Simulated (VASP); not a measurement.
# Ni (Fm-3m) in VASP: single point with PBE

Aim: the single point of Ni with PBE.

All numbers are computed with VASP 6.6.1; they aren't measurements. Logs are shortened: lines on timing, memory, paths and dates and some standing lists are left out, and cuts for length are marked.

### Step 1. The cell of the first run

The structure is cubic, space group Fm-3m (No. 225). Conventional cell: a = 3.548 Å, b = 3.548 Å, c = 3.548 Å, α = 90.00°, β = 90.00°, γ = 90.00°. Ni (site symmetry m-3m) has 12 Ni at 2.51 Å within 3.3 Å.

### Step 2. Single point, PBE, collinear spin, ferromagnetic start

File INCAR:

```
SYSTEM = Ni
PREC = Accurate ; ENCUT = 520
EDIFF = 1E-6 ; ISMEAR = 0
SIGMA = 0.05 ; LREAL = .FALSE.
LASPH = .TRUE. ; NELM = 150
ALGO = Normal ; ISIF = 2
LWAVE = .FALSE. ; LCHARG = .TRUE.
ISPIN = 2 ; MAGMOM = 2
LORBIT = 11 ; LMAXMIX = 4
GGA = PE ; LELF = .TRUE.
LVHAR = .TRUE. ; NBANDS = 15
```

File KPOINTS:

```
regular mesh
0
G
  12 12 12
  0 0 0
```

File POSCAR:

```
Ni
1.0
    0.0000000000      1.7740500000      1.7740500000
    1.7740500000      0.0000000000      1.7740500000
    1.7740500000      1.7740500000      0.0000000000
Ni
1
Direct
    0.0000000000      0.0000000000      0.0000000000
```

Potentials or basis: VASP PAW PBE potentials, release 64 (Ni).

The run is started by

```sh
$ cat potpaw_PBE.64/Ni/POTCAR > POTCAR
$ mpirun -np 1 vasp_std > vasp.out
```

OUTCAR:

```text
SYSTEM = Ni
   PREC = Accurate
   ENCUT = 520
   EDIFF = 1E-6
   ISMEAR = 0
   LREAL = .FALSE.
   LASPH = .TRUE.
   NELM = 150
   ISIF = 2
   ISPIN = 2
   LORBIT = 11
   GGA = PE

 ion  position               nearest neighbor table
   1  0.000  0.000  0.000-

  LATTYP: Found a face centered cubic cell.
 ALAT       =     3.5481000000

  Lattice vectors:

 A1 = (   0.0000000000,   1.7740500000,   1.7740500000)
 A2 = (   1.7740500000,   0.0000000000,   1.7740500000)
 A3 = (   1.7740500000,   1.7740500000,   0.0000000000)

Analysis of symmetry for initial positions (statically):
=====================================================================
 Subroutine PRICEL returns:
 Original cell was already a primitive cell.

 Routine SETGRP: Setting up the symmetry group for a
 face centered cubic supercell.

 Subroutine GETGRP returns: Found 48 space group operations
 (whereof 48 operations were pure point group operations)
 out of a pool of 48 trial point group operations.

The static configuration has the point symmetry O_h .

Analysis of symmetry for dynamics (positions and initial velocities):
=====================================================================
 Subroutine PRICEL returns:
 Original cell was already a primitive cell.

 Routine SETGRP: Setting up the symmetry group for a
 face centered cubic supercell.

 Subroutine GETGRP returns: Found 48 space group operations
 (whereof 48 operations were pure point group operations)
 out of a pool of 48 trial point group operations.

The dynamic configuration has the point symmetry O_h .

Analysis of structural, dynamic, and magnetic symmetry:
=====================================================================
 Subroutine PRICEL returns:
 Original cell was already a primitive cell.

 Routine SETGRP: Setting up the symmetry group for a
 face centered cubic supercell.

 Subroutine GETGRP returns: Found 48 space group operations
 (whereof 48 operations were pure point group operations)
 out of a pool of 48 trial point group operations.

The overall configuration has the point symmetry O_h .

 Subroutine INISYM returns: Found 48 space group operations
 (whereof 48 operations are pure point group operations),
 and found     1 'primitive' translations

----------------------------------------------------------------------------------------

                                     Primitive cell

  volume of cell :      11.1668

  direct lattice vectors                    reciprocal lattice vectors
     0.000000000  1.774050000  1.774050000    -0.281840985  0.281840985  0.281840985
     1.774050000  0.000000000  1.774050000     0.281840985 -0.281840985  0.281840985
[... 117 lines left out ...]
  volume of cell :       11.17
 maximum number of plane-waves:       310
   NGX =  9   NGY =  9   NGZ =  9

 number of electron      10.0000008 magnetization       0.6928643

 Free energy of the ion-electron system (eV)
  ---------------------------------------------------
  ext. energy  EPLUGINS =         0.00000000
  ---------------------------------------------------
  free energy    TOTEN  =        -5.46709860 eV

  energy without entropy =       -5.46524767  energy(sigma->0) =       -5.46617314

 E-fermi :   9.0188     XC(G=0): -13.1043

 val. band max:        9.0053821080   @ k =  -0.1667   0.1667   0.0000
 cond. band min:       9.0329901420   @ k =   0.4167   0.4167   0.0000
 fundamental gap:      0.0276080340
 Fermi energy:         9.0187618666

 spin component 1

 k-point     1 :       0.0000    0.0000    0.0000
  band No.  band energies     occupation
      1       0.1825      1.00000
      2       6.5858      1.00000
      3       6.5858      1.00000
      4       6.5858      1.00000
      5       7.7385      1.00000
      6       7.7385      1.00000
      7      32.5210      0.00000
      8      36.1724      0.00000
      9      36.1724      0.00000
     10      36.1724      0.00000
     11      39.0189      0.00000
     12      39.0189      0.00000
     13      39.0189      0.00000
     14      42.0588      0.00000
[... 403 lines left out ...]
      4       6.9812      1.00000
      5       8.2176      1.00000
      6      11.1313      0.00000
      7      14.9671      0.00000
      8      25.4659      0.00000
      9      30.1399      0.00000
     10      31.4039      0.00000
     11      40.4041      0.00000
     12      40.9291      0.00000
     13      47.6908      0.00000
     14      50.3740      0.00000
     15      51.5623      0.00000

 [... further k-points ...]

 spin component 2

 k-point     1 :       0.0000    0.0000    0.0000
  band No.  band energies     occupation
      1       0.1458      1.00000
      2       7.4246      1.00000
      3       7.4246      1.00000
      4       7.4246      1.00000
      5       8.3754      1.00000
      6       8.3755      1.00000
      7      32.3401      0.00000
      8      36.1567      0.00000
      9      36.1567      0.00000
     10      36.1567      0.00000
     11      39.1305      0.00000
     12      39.1305      0.00000
     13      39.1305      0.00000
     14      41.9327      0.00000
[... 403 lines left out ...]
      4       7.6572      1.00000
      5       9.0643      0.09871
      6      11.4711      0.00000
      7      15.3548      0.00000
      8      25.5449      0.00000
      9      30.2208      0.00000
     10      31.4049      0.00000
     11      40.4479      0.00000
     12      40.8998      0.00000
     13      47.7875      0.00000
     14      50.4997      0.00000
     15      51.6485      0.00000

 [... further k-points ...]
[... 5 lines left out ...]
  --------------------------------------------------------------------------------------
  -------------------------------------------------------------------------------------
  Total       -0.3013213     -0.3013213     -0.3013213     -0.0000000      0.0000000      0.0000000
  in kB      -43.2327481    -43.2327481    -43.2327481     -0.0000000      0.0000000      0.0000000
  external PRESSURE =     -43.2327481 kB  Pullay stress =       0.0000000 kB

 VOLUME and BASIS-vectors are now :
 -----------------------------------------------------------------------------
  energy-cutoff  :      520.00
  volume of cell :       11.17
      direct lattice vectors                 reciprocal lattice vectors
     0.000000000  1.774050000  1.774050000    -0.281840985  0.281840985  0.281840985
     1.774050000  0.000000000  1.774050000     0.281840985 -0.281840985  0.281840985
     1.774050000  1.774050000  0.000000000     0.281840985  0.281840985 -0.281840985

 POSITION                                       TOTAL-FORCE (eV/Angst)
 -----------------------------------------------------------------------------------
      0.00000      0.00000      0.00000         0.000000      0.000000      0.000000
 -----------------------------------------------------------------------------------
    total drift:                               -0.000000     -0.000000     -0.000000

  FREE ENERGIE OF THE ION-ELECTRON SYSTEM (eV)
  ---------------------------------------------------
  free  energy   TOTEN  =        -5.4670986007 eV

  energy  without entropy=       -5.4652476732  energy(sigma->0) =       -5.46617314

 total charge

# of ion       s       p       d       tot
------------------------------------------
    1        0.489   0.477   8.298   9.264

 magnetization (x)

# of ion       s       p       d       tot
------------------------------------------
    1       -0.006  -0.026   0.740   0.708
```

Wall time 28 s (1 thread of AMD EPYC 7R43 (Zen 3), shared host); peak memory 0.11 GiB.

What came out:

```
Free energy                                           : -5.4671 eV
Pressure                                              : -4.3 GPa
Net moment                                            : 0.69 μB per cell
Site moments                                          : Ni +0.71 μB
Valence electrons inside the program's atomic spheres : Ni 9.26
```
